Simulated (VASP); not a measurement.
## AlN: single point with LDA

Crystal: AlN.

```
CELL_PARAMETERS angstrom
0.00000 2.13975 2.13975
2.13975 0.00000 2.13975
2.13975 2.13975 0.00000
ATOMIC_POSITIONS crystal
Al 0.00000 0.00000 0.00000
N 0.75000 0.75000 0.75000
```

```json
{
  "Program": "VASP 6.6.1",
  "Task": "single point",
  "Functional": "LDA",
  "Potentials or basis": "VASP PAW LDA potentials, release 64 (Al, N)",
  "Cutoff": "600 eV",
  "k mesh": "7 × 7 × 7",
  "Occupations": "gaussian, width 0.01 eV",
  "Spin": "no spin polarisation"
}
```

```
Pressure               : 10.7 GPa
Band gap on the k mesh : 3.57 eV, indirect (least direct gap 4.79 eV)
```

Levels at points of the mesh, in eV from the valence-band top:
| k point | band 1 | band 2 | band 3 | band 4 | band 5 | band 6 | band 7 | band 8 |
| --- | --- | --- | --- | --- | --- | --- | --- | --- |
| (0.00, 0.00, 0.00) | -15.19 | 0.00 | 0.00 | 0.00 | 4.79 | 12.95 | 12.95 | 12.95 |

Run time: 7.2 s on 1 thread of Intel Xeon 8259CL, on a shared host, peak memory 0.12 GiB.

A k mesh can miss the band edges. Expect the measured gap to be larger: semilocal functionals such as LDA lack the derivative discontinuity.
